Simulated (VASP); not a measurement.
The system is Cr.

```
Cr
1.0
    -1.48445    1.48445    1.48445
     1.48445   -1.48445    1.48445
     1.48445    1.48445   -1.48445
Cr
1
Direct
  0.00000 0.00000 0.00000
```

Base run:

| Item | Value |
| --- | --- |
| Program | VASP 6.6.1 |
| Functional | PBEsol |
| Potentials or basis | VASP PAW PBE potentials, release 64 (Cr_pv) |
| Cutoff | 520 eV |
| k mesh | 10 × 10 × 10 |
| Occupations | fermi-dirac, width 0.05 eV |
| Spin | collinear spin, ferromagnetic start |
| Starting moments | [4.5] μB |
| Fixed moment | 4.5 μB |

Its results: pressure 66.4 GPa; site moments Cr +4.03 μB.

Question: After a change of settings the same cell gave: pressure 72.9 GPa; site moments Cr +4.04 μB. Which change was it?
A. functional from PBEsol to PBE
B. potentials or basis from VASP PAW PBE potentials, release 64 (Cr_pv) to VASP PAW PBE potentials, release 64 (Cr_sv); cutoff from 520 eV to 600 eV; further incar settings from ALGO = Normal; EDIFF = 1e-06; NBANDS = 16 to ALGO = Normal; EDIFF = 1e-06; NBANDS = 17; valence electrons from 12 to 14
C. fixed moment from 4.5 μB to 1.5 μB; moments at the start from [4.5] to [1.5]
D. fixed moment from 4.5 μB to 3.8 μB; moments at the start from [4.5] to [3.8]

Answer: A.

PBE binds less tightly than PBEsol, so the same cell stands under more pressure.

Caveats: the total moment is fixed, so each spin has its own Fermi level; the PAW data sets were made with another functional, which shifts forces and pressure a little (some runs).
